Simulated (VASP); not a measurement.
# Ti (P6_3/mmc) in VASP: notebook

Runs on Ti. Level: r2SCAN. Tasks: single point.

All numbers are computed with VASP 6.6.1; they aren't measurements. Logs are shortened: lines on timing, memory, paths and dates and some standing lists are left out, and cuts for length are marked.

## 1. The cell of the first run

It takes space group P6_3/mmc (No. 194, hexagonal). The conventional cell has a = 2.861 Å, b = 2.861 Å, c = 4.545 Å, α = 90.00°, β = 90.00°, γ = 120.00°. Within 3.7 Å of Ti (site symmetry -6m2) lie 12 Ti at 2.81 to 2.86 Å.

## 2. Single point, r2SCAN (strain -0.030 along x and y, -0.030 along z)

POSCAR

```
Ti
1.0
    2.8614979246      0.0000000000      0.0000000000
   -1.4307489623      2.4781298956      0.0000000000
    0.0000000000      0.0000000000      4.5454200000
Ti
2
Direct
    0.3333333333      0.6666666667      0.2500000000
    0.6666666667      0.3333333333      0.7500000000
```

INCAR.step1

```
PREC = Accurate
ENCUT = 520
ISMEAR = 0
SIGMA = 0.15
LREAL = F
LASPH = T
NELM = 60
NBANDS = 19
GGA = PE
ALGO = Normal
EDIFF = 1E-4
LWAVE = T
LCHARG = F
```

INCAR.step2

```
PREC = Accurate
ENCUT = 520
EDIFF = 1E-6
ISMEAR = 0
SIGMA = 0.15
LREAL = F
LASPH = T
NELM = 60
ALGO = Normal
ISIF = 2
LWAVE = F
LCHARG = F
METAGGA = R2SCAN
LMIXTAU = T
NBANDS = 19
ISTART = 1
```

KPOINTS

```
Automatic mesh
0
Gamma
  18 18 10
```

Potentials or basis: VASP PAW PBE potentials, release 64 (Ti_sv).

Run with:

```
$ cat potpaw_PBE.64/Ti_sv/POTCAR > POTCAR
$ cp INCAR.step1 INCAR
$ mpirun -np 1 vasp_std > vasp.out
$ cp INCAR.step2 INCAR
$ mpirun -np 1 vasp_std > vasp.out
```

OUTCAR:

```text
PREC = Accurate
   ENCUT = 520
   EDIFF = 1E-6
   ISMEAR = 0
   LREAL = F
   LASPH = T
   NELM = 60
   ISIF = 2
   METAGGA = R2SCAN
   ISTART = 1

 ion  position               nearest neighbor table
   1  0.333  0.667  0.250-   2 2.81   2 2.81   2 2.81   2 2.81   2 2.81   2 2.81
   2  0.667  0.333  0.750-   1 2.81   1 2.81   1 2.81   1 2.81   1 2.81   1 2.81

  LATTYP: Found a hexagonal cell.
 ALAT       =     2.8614979246
 C/A-ratio  =     1.5884757284

  Lattice vectors:

 A1 = (   2.8614979246,   0.0000000000,   0.0000000000)
 A2 = (  -1.4307489623,   2.4781298956,   0.0000000000)
 A3 = (   0.0000000000,   0.0000000000,   4.5454200000)

Analysis of symmetry for initial positions (statically):
=====================================================================
 Subroutine PRICEL returns:
 Original cell was already a primitive cell.

 Routine SETGRP: Setting up the symmetry group for a
 hexagonal supercell.

 Subroutine GETGRP returns: Found 24 space group operations
 (whereof 12 operations were pure point group operations)
 out of a pool of 24 trial point group operations.

The static configuration has the point symmetry D_3d.
 The point group associated with its full space group is D_6h.

Analysis of symmetry for dynamics (positions and initial velocities):
=====================================================================
 Subroutine PRICEL returns:
 Original cell was already a primitive cell.

 Routine SETGRP: Setting up the symmetry group for a
 hexagonal supercell.

 Subroutine GETGRP returns: Found 24 space group operations
 (whereof 12 operations were pure point group operations)
 out of a pool of 24 trial point group operations.

The dynamic configuration has the point symmetry D_3d.
 The point group associated with its full space group is D_6h.

 Subroutine INISYM returns: Found 24 space group operations
 (whereof 12 operations are pure point group operations),
 and found     1 'primitive' translations

----------------------------------------------------------------------------------------

                                     Primitive cell

  volume of cell :      32.2323

  direct lattice vectors                    reciprocal lattice vectors
     2.861497925  0.000000000  0.000000000     0.349467316  0.201765049  0.000000000
    -1.430748962  2.478129896  0.000000000     0.000000000  0.403530098  0.000000000
     0.000000000  0.000000000  4.545420000     0.000000000  0.000000000  0.220001672

  length of vectors
     2.861497925  2.861497925  4.545420000     0.403530098  0.403530098  0.220001672

  position of ions in fractional coordinates (direct lattice)
[... 79 lines left out ...]
   EDIFF  = 0.1E-05   stopping-criterion for ELM
   LREAL  =      F    real-space projection
   EDIFFG = 0.1E-04   stopping-criterion for IOM
   NSW    =      0    number of steps for IOM
   IBRION =     -1    ionic relax: 0-MD 1-quasi-New 2-CG
   NFREE  =      0    steps in history (QN), initial steepest desc. (CG)
   ISIF   =      2    stress and relaxation
   ISYM   =      2    0-nonsym 1-usesym 2-fastsym
   POTIM  = 0.5000    time-step for ionic-motion
   TEBEG  =    0.0;   TEEND  =   0.0 temperature during run
   PSTRESS=    0.0 pullay stress
   NELECT =      24.0000    total number of electrons
   NUPDOWN=      -1.0000    fix difference up-down
   EMIN   =  10.00;   EMAX   =-10.00  energy-range for DOS
   EFERMI =   0.00;   METHOD = LEGACY
   ISMEAR =     0;   SIGMA  =   0.15  broadening in eV -4-tet -1-fermi 0-gaus
   EFERMI_NEDOS =   21; number of points for ismear=-14 and -15
   IALGO  =     38    algorithm
   IMIX   =      4    mixing-type and parameters
     AMIX     =   0.40;   BMIX     =  1.00
     AMIX_MAG =   1.60;   BMIX_MAG =  1.00
  volume/ion in A,a.u.               =      16.12       108.76
  Fermi-wavevector in a.u.,A,eV,Ry     =   1.483821  2.804014 29.956269  2.201724
  Thomas-Fermi vector in A             =   2.597434
   LORBIT       =      0    0 simple, 1 ext, 2 COOP (PROOUT), +10 PAW based schemes
   METAGGA = R2SCAN    functional components
   LHFCALC =     F    Hartree Fock is set to
   AEXX    =    0.0000 exact exchange contribution
   IVDW    =     0    specifies the selected vdW correction
   LEPSILON=     F    determine dielectric tensor
   LRPA    =     F    only Hartree local field effects (RPA)
 non-spin polarized calculation
 Gauss-broadening in eV      SIGMA  =   0.15
  energy-cutoff  :      520.00
  volume of cell :       32.23
 maximum number of plane-waves:       888
 NGX is ok and might be reduce to    24
   NGX = 11   NGY = 11   NGZ = 17

 number of electron      24.0000005 magnetization

 Free energy of the ion-electron system (eV)
  ---------------------------------------------------
  ext. energy  EPLUGINS =         0.00000000
  ---------------------------------------------------
  free energy    TOTEN  =       -25.83619333 eV

  energy without entropy =      -25.81832875  energy(sigma->0) =      -25.82726104

 E-fermi :   9.2233     XC(G=0): -12.7854

 val. band max:        9.2227416466   @ k =   0.1667   0.0000   0.1000
 cond. band min:       9.2296673324   @ k =   0.1111  -0.0000   0.1000
 fundamental gap:      0.0069256858
 Fermi energy:         9.2232859753

 k-point     1 :       0.0000    0.0000    0.0000
  band No.  band energies     occupation
      1     -49.8771      2.00000
      2     -49.6854      2.00000
      3     -25.5350      2.00000
      4     -24.6964      2.00000
      5     -24.6963      2.00000
      6     -24.6050      2.00000
[... 505 lines left out ...]
      6     -24.9180      2.00000
[... 11 lines left out ...]
     18      13.2977      0.00000
     19      14.0814      0.00000

 [... further k-points ...]

------------------------ aborting loop because EDIFF is reached ----------------------------------------

  FORCE on cell =-STRESS in cart. coord.  units (eV):
  Direction    XX          YY          ZZ          XY          YZ          ZX
  --------------------------------------------------------------------------------------
  -------------------------------------------------------------------------------------
  Total        2.0423475      2.0423475      1.8744235      0.0000000     -0.0000000      0.0000000
  in kB      101.5193182    101.5193182     93.1722921      0.0000000     -0.0000000      0.0000000
  external PRESSURE =      98.7369762 kB  Pullay stress =       0.0000000 kB

 VOLUME and BASIS-vectors are now :
 -----------------------------------------------------------------------------
  energy-cutoff  :      520.00
  volume of cell :       32.23
      direct lattice vectors                 reciprocal lattice vectors
     2.861497925  0.000000000  0.000000000     0.349467316  0.201765049  0.000000000
    -1.430748962  2.478129896  0.000000000     0.000000000  0.403530098  0.000000000
     0.000000000  0.000000000  4.545420000     0.000000000  0.000000000  0.220001672

 POSITION                                       TOTAL-FORCE (eV/Angst)
 -----------------------------------------------------------------------------------
     -0.00000      1.65209      1.13636        -0.000000      0.000000      0.000000
      1.43075      0.82604      3.40907         0.000000     -0.000000      0.000000
 -----------------------------------------------------------------------------------
    total drift:                               -0.000000      0.000000     -0.000000

  FREE ENERGIE OF THE ION-ELECTRON SYSTEM (eV)
  ---------------------------------------------------
  free  energy   TOTEN  =       -25.8361933282 eV

  energy  without entropy=      -25.8183287523  energy(sigma->0) =      -25.82726104
```

It took 6.4 min on 1 thread of Intel Xeon Platinum 8488C (Sapphire Rapids), shared host; peak memory 0.24 GiB.

Results:

```
Free energy            : -25.8362 eV
Pressure               : 9.9 GPa
Band gap on the k mesh : zero (bands 12 and 13 overlap by 1.30 eV)
```

Stress tensor (GPa, compression positive):
```
10.15  0.00  0.00
 0.00 10.15  0.00
 0.00  0.00  9.32
```

Caveat: the cell differs from its parent crystal (strain -0.030 along x and y, -0.030 along z); the cell stands under pressure; the PAW data sets were made with another functional, which shifts forces and pressure a little.

## 3. Single point, r2SCAN (strain -0.030 along x and y, -0.015 along z)

Edit POSCAR of step 2 so:

```diff
@@ -4,3 +4,3 @@
    -1.4307489623      2.4781298956      0.0000000000
-    0.0000000000      0.0000000000      4.5454200000
+    0.0000000000      0.0000000000      4.6157100000
 Ti
```

INCAR.step1

```
SYSTEM = Ti
PREC = Accurate
ENCUT = 520
ISMEAR = 0
SIGMA = 0.15
LREAL = .False.
LASPH = .True.
NELM = 60
NBANDS = 19
GGA = PE
ALGO = Normal
EDIFF = 1E-4
LWAVE = .True.
LCHARG = .False.
```

INCAR.step2

```
SYSTEM = Ti
PREC = Accurate
ENCUT = 520
EDIFF = 1E-6
ISMEAR = 0
SIGMA = 0.15
LREAL = .False.
LASPH = .True.
NELM = 60
ALGO = Normal
ISIF = 2
LWAVE = .False.
LCHARG = .False.
METAGGA = R2SCAN
LMIXTAU = .True.
NBANDS = 19
ISTART = 1
```

KPOINTS

```
regular mesh
0
Gamma
  18 18 10
  0 0 0
```

Potentials or basis: VASP PAW PBE potentials, release 64 (Ti_sv).

Run with:

```
$ cat potpaw_PBE.64/Ti_sv/POTCAR > POTCAR
$ cp INCAR.step1 INCAR
$ mpirun -np 1 vasp_std > vasp.out
$ cp INCAR.step2 INCAR
$ mpirun -np 1 vasp_std > vasp.out
```

Wall time 5.9 min (1 thread of Intel Xeon Platinum 8488C (Sapphire Rapids), shared host); peak memory 0.24 GiB.

The run converged. Its results:

```
Free energy            : -25.8600 eV
Pressure               : 7.7 GPa
Band gap on the k mesh : zero (bands 12 and 13 overlap by 1.29 eV)
```

Stress tensor (GPa, compression positive):
```
8.60 0.00 0.00
0.00 8.60 0.00
0.00 0.00 5.77
```

Levels at points of the mesh, in eV from the Fermi level:
```csv
k point,band 10,band 11,band 12,band 13,band 14,band 15
"(0.00, 0.00, 0.00)",-3.01,0.56,0.90,0.93,0.93,1.48
"(0.50, 0.00, 0.00)",-2.45,-2.13,-0.69,0.68,0.74,1.29
"(0.00, 0.00, 0.50)",-4.76,-0.02,-0.02,0.87,0.87,0.87
"(0.50, 0.00, 0.50)",-2.84,-0.98,-0.98,1.45,1.45,2.10
```

Caveat: the cell differs from its parent crystal (strain -0.030 along x and y, -0.015 along z); the cell stands under pressure; the PAW data sets were made with another functional, which shifts forces and pressure a little.

## 4. Single point, r2SCAN (strain -0.030 along x and y, +0.000 along z)

Edit POSCAR of step 3 so:

```diff
@@ -4,3 +4,3 @@
    -1.4307489623      2.4781298956      0.0000000000
-    0.0000000000      0.0000000000      4.6157100000
+    0.0000000000      0.0000000000      4.6860000000
 Ti
```

INCAR.step1

```
SYSTEM = Ti
PREC     = Accurate       ! precision mode
ENCUT    = 520            ! plane-wave cutoff, eV
ISMEAR   = 0              ! smearing method
SIGMA    = 0.15           ! smearing width, eV
LREAL    = .FALSE.        ! projectors in reciprocal space
LASPH    = .TRUE.         ! aspherical terms in the spheres
NELM     = 60             ! most SCF steps
NBANDS   = 19             ! bands
GGA      = PE             ! functional
ALGO     = Normal         ! electronic algorithm
EDIFF    = 1E-4           ! SCF threshold, eV
LWAVE    = .TRUE.         ! write WAVECAR
LCHARG   = .FALSE.        ! write CHGCAR
```

INCAR.step2

```
SYSTEM = Ti
PREC     = Accurate       ! precision mode
ENCUT    = 520            ! plane-wave cutoff, eV
EDIFF    = 1E-7           ! SCF threshold, eV
ISMEAR   = 0              ! smearing method
SIGMA    = 0.15           ! smearing width, eV
LREAL    = .FALSE.        ! projectors in reciprocal space
LASPH    = .TRUE.         ! aspherical terms in the spheres
NELM     = 60             ! most SCF steps
ALGO     = Normal         ! electronic algorithm
ISIF     = 2              ! what is computed and relaxed
LWAVE    = .FALSE.        ! write WAVECAR
LCHARG   = .FALSE.        ! write CHGCAR
METAGGA  = R2SCAN         ! meta-GGA
LMIXTAU  = .TRUE.       
NBANDS   = 19             ! bands
ISTART   = 1
```

KPOINTS

```
regular mesh
0
G
  18 18 10
  0 0 0
```

Run with:

```
$ cat potpaw_PBE.64/Ti_sv/POTCAR > POTCAR
$ cp INCAR.step1 INCAR
$ mpirun -np 1 vasp_std > vasp.out
$ cp INCAR.step2 INCAR
$ mpirun -np 1 vasp_std > vasp.out
```

Run time: 7.5 min. Hardware: 1 thread of Intel Xeon Platinum 8488C (Sapphire Rapids), shared host; peak memory 0.24 GiB.

The run converged. Its results:

- Free energy: -25.8731 eV
- Pressure: 5.6 GPa
- Band gap on the k mesh: zero (bands 12 and 13 overlap by 1.18 eV)

Stress tensor (GPa, compression positive):
```
7.16 0.00 0.00
0.00 7.16 0.00
0.00 0.00 2.44
```

Levels at points of the mesh, in eV from the Fermi level:
```csv
k point,band 9,band 10,band 11,band 12,band 13,band 14,band 15,band 16
"(0.00, 0.00, 0.00)",-6.70,-2.98,0.37,0.79,0.95,0.95,1.45,1.45
"(0.50, 0.00, 0.00)",-2.53,-2.39,-2.10,-0.64,0.61,0.82,1.21,3.88
"(0.00, 0.00, 0.50)",-4.78,-4.78,-0.07,-0.07,0.91,0.91,0.91,0.91
"(0.50, 0.00, 0.50)",-2.79,-2.79,-0.99,-0.99,1.42,1.42,2.12,2.12
```

Caveat: the cell differs from its parent crystal (strain -0.030 along x and y, +0.000 along z); the cell stands under pressure; the PAW data sets were made with another functional, which shifts forces and pressure a little.

## 5. Single point, r2SCAN (strain -0.015 along x and y, -0.030 along z)

POSCAR

```
Ti
1.0
    2.9057478925      0.0000000000      0.0000000000
   -1.4528739462      2.5164514919      0.0000000000
    0.0000000000      0.0000000000      4.5454200000
Ti
2
Direct
    0.3333333333      0.6666666667      0.2500000000
    0.6666666667      0.3333333333      0.7500000000
```

INCAR.step1

```
SYSTEM = Ti
PREC = Accurate
ENCUT = 520
ISMEAR = 0
SIGMA = 0.15
LREAL = .FALSE.
LASPH = .TRUE.
NELM = 80
NBANDS = 19
GGA = PE
ALGO = Normal
EDIFF = 1E-4
LWAVE = .TRUE.
LCHARG = .FALSE.
```

INCAR.step2

```
SYSTEM = Ti
PREC = Accurate
ENCUT = 520
EDIFF = 1E-6
ISMEAR = 0
SIGMA = 0.15
LREAL = .FALSE.
LASPH = .TRUE.
NELM = 80
ALGO = Normal
ISIF = 2
LWAVE = .FALSE.
LCHARG = .FALSE.
METAGGA = R2SCAN
LMIXTAU = .TRUE.
NBANDS = 19
ISTART = 1
```

KPOINTS is that of step 4.

Run with:

```
$ cat potpaw_PBE.64/Ti_sv/POTCAR > POTCAR
$ cp INCAR.step1 INCAR
$ mpirun -np 1 vasp_std > vasp.out
$ cp INCAR.step2 INCAR
$ mpirun -np 1 vasp_std > vasp.out
```

Run time: 7 min. Hardware: 1 thread of Intel Xeon Platinum 8488C (Sapphire Rapids), shared host; peak memory 0.24 GiB.

Results (log left out):

```yaml
Free_energy: -25.8844 eV
Pressure: 5.5 GPa
Band_gap_on_the_k_mesh: zero (bands 12 and 13 overlap by 1.25 eV)
```

Stress tensor (GPa, compression positive):
```
5.08 0.00 0.00
0.00 5.08 0.00
0.00 0.00 6.33
```

Levels at points of the mesh, in eV from the Fermi level:
```tsv
k point	band 9	band 10	band 11	band 12	band 13	band 14	band 15	band 16
(0.00, 0.00, 0.00)	-6.72	-2.99	0.82	0.87	0.87	1.09	1.46	1.46
(0.50, 0.00, 0.00)	-2.60	-2.44	-2.05	-0.85	0.55	0.79	1.38	3.69
(0.00, 0.00, 0.50)	-4.69	-4.69	0.11	0.11	0.76	0.76	0.76	0.76
(0.50, 0.00, 0.50)	-2.81	-2.81	-0.91	-0.91	1.35	1.35	1.95	1.95
```

Caveat: the cell differs from its parent crystal (strain -0.015 along x and y, -0.030 along z); the cell stands under pressure; the PAW data sets were made with another functional, which shifts forces and pressure a little.

## 6. Single point, r2SCAN (strain -0.030 along x and y, +0.015 along z)

POSCAR

```
Ti
1.0
    2.8614979246      0.0000000000      0.0000000000
   -1.4307489623      2.4781298956      0.0000000000
    0.0000000000      0.0000000000      4.7562900000
Ti
2
Direct
    0.3333333333      0.6666666667      0.2500000000
    0.6666666667      0.3333333333      0.7500000000
```

INCAR.step1

```
SYSTEM = Ti
ALGO = Normal ; EDIFF = 1E-4
ENCUT = 520 ; GGA = PE
ISMEAR = 0 ; LASPH = .True.
LCHARG = .False. ; LREAL = .False.
LWAVE = .True. ; NBANDS = 19
NELM = 100 ; PREC = Accurate
SIGMA = 0.15
```

INCAR.step2

```
SYSTEM = Ti
ALGO = Normal ; EDIFF = 1E-6
ENCUT = 520 ; ISIF = 2
ISMEAR = 0 ; ISTART = 1
LASPH = .True. ; LCHARG = .True.
LELF = .True. ; LMIXTAU = .True.
LREAL = .False. ; LVHAR = .True.
LWAVE = .False. ; METAGGA = R2SCAN
NBANDS = 19 ; NELM = 100
PREC = Accurate ; SIGMA = 0.15
```

KPOINTS

```
k-points
0
Gamma
  18 18 10
  0 0 0
```

Potentials or basis: VASP PAW PBE potentials, release 64 (Ti_sv).

Run with:

```
$ cat potpaw_PBE.64/Ti_sv/POTCAR > POTCAR
$ cp INCAR.step1 INCAR
$ mpirun -np 1 vasp_std > vasp.out
$ cp INCAR.step2 INCAR
$ mpirun -np 1 vasp_std > vasp.out
```

Run time: 6.6 min. Hardware: 1 thread of Intel Xeon Platinum 8488C (Sapphire Rapids), shared host; peak memory 0.25 GiB.

Results (log left out):

| Property | Result |
| --- | --- |
| Free energy | -25.8761 eV |
| Pressure | 3.6 GPa |
| Band gap on the k mesh | zero (bands 12 and 13 overlap by 1.06 eV) |

Stress tensor (GPa, compression positive):
```
 5.82  0.00  0.00
 0.00  5.82  0.00
 0.00  0.00 -0.73
```

Levels at points of the mesh, in eV from the Fermi level:
```tsv
k point	band 9	band 10	band 11	band 12	band 13	band 14	band 15	band 16
(0.00, 0.00, 0.00)	-6.67	-2.94	0.19	0.69	0.96	0.96	1.43	1.43
(0.50, 0.00, 0.00)	-2.49	-2.33	-2.07	-0.59	0.54	0.90	1.13	3.87
(0.00, 0.00, 0.50)	-4.80	-4.80	-0.13	-0.13	0.94	0.94	0.94	0.94
(0.50, 0.00, 0.50)	-2.75	-2.75	-0.99	-0.99	1.40	1.40	2.14	2.14
```

Caveat: the cell differs from its parent crystal (strain -0.030 along x and y, +0.015 along z); the stress differs along the axes, from -1 to 6 GPa; the PAW data sets were made with another functional, which shifts forces and pressure a little.

## 7. The runs side by side

| cell | gap on the mesh (eV) | pressure (GPa) |
| --- | --- | --- |
| a = 2.861, b = 2.861, c = 4.545 Å, angles 90.0, 90.0, 120.0°, 2 atoms | none | 9.9 |
| a = 2.861, b = 2.861, c = 4.616 Å, angles 90.0, 90.0, 120.0°, 2 atoms | none | 7.7 |
| a = 2.861, b = 2.861, c = 4.686 Å, angles 90.0, 90.0, 120.0°, 2 atoms | none | 5.6 |
| a = 2.906, b = 2.906, c = 4.545 Å, angles 90.0, 90.0, 120.0°, 2 atoms | none | 5.5 |
| a = 2.861, b = 2.861, c = 4.756 Å, angles 90.0, 90.0, 120.0°, 2 atoms | none | 3.6 |

Alike in all rows: task single point; level r2SCAN; potentials or basis VASP PAW PBE potentials, release 64 (Ti_sv); no spin polarisation; k mesh 18 × 18 × 10; cutoff (eV) 520; smearing gaussian 0.15 eV.

Caveats: the PAW data sets were made with another functional, which shifts forces and pressure a little; the cell stands under pressure (at least some runs); the stress differs along the axes, from -1 to 6 GPa (at least some runs).

Total energies depend on the potentials used, so only differences within one code and one set of settings carry meaning.
